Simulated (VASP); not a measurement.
Wanted: the native input for a VASP 6.6.1 run.

| Property | Result |
| --- | --- |
| Task | single point |
| Functional | PBE |
| Potentials or basis | VASP PAW PBE potentials, release 64 (B) |
| Cutoff | 520 eV |
| k mesh | 18 × 18 × 2 |
| Occupations | gaussian, width 0.1 eV |
| Spin | no spin polarisation |
| Dipole correction | no |
| Further INCAR settings | LREAL = Auto; ALGO = Normal; EDIFF = 1e-06; NBANDS = 38 |

The structure of B lies in POSCAR:

```
B
1.0
    2.7217996392      0.0000000000      0.0000000000
   -1.3608998196      2.3571476316      0.0000000000
    0.0000000000      0.0000000000     19.2214379631
B
16
Direct
    0.3333333333      0.6666666667      0.8142086272
    0.0000000000      0.0000000000      0.6747862248
    0.6666666667      0.3333333333      0.3711358673
    0.6666666667      0.3333333333      0.5432722523
    0.0000000000      0.0000000000      0.4103244194
    0.3333333333      0.6666666667      0.0986431830
    0.0000000000      0.0000000000      0.2382564116
    0.6666666667      0.3333333333      0.9563182323
    0.6666666667      0.3333333333      0.0436817677
    0.6666666667      0.3333333333      0.6288641327
    0.3333333333      0.6666666667      0.9013568170
    0.0000000000      0.0000000000      0.3252137752
    0.0000000000      0.0000000000      0.7617435884
    0.0000000000      0.0000000000      0.5896755806
    0.3333333333      0.6666666667      0.1857913728
    0.6666666667      0.3333333333      0.4567277477
```

One way to write it, as run:

INCAR

```
PREC = Accurate
ENCUT = 520
EDIFF = 1E-6
ISMEAR = 0
SIGMA = 0.1
LREAL = Auto
LASPH = T
NELM = 100
ALGO = Normal
ISIF = 2
LWAVE = F
LCHARG = F
GGA = PE
NBANDS = 38
```

KPOINTS

```
Automatic mesh
0
Gamma
  18 18 2
```

Potentials or basis: VASP PAW PBE potentials, release 64 (B).

Command:

```bash
$ cat potpaw_PBE.64/B/POTCAR > POTCAR
$ mpirun -np 1 vasp_std > vasp.out
```

Results of the run:

```json
{
  "Pressure": "0.0 GPa",
  "Largest force": "0.021 eV/Å",
  "Band gap on the k mesh": "zero (band 24 reaches 9.65 eV, above the bottom of band 25 at 2.66 eV)"
}
```

Wall time 7.1 min on 1 thread of Intel(R) Xeon(R) Platinum 8488C (Sapphire Rapids) (shared host), peak memory 0.35 GiB.
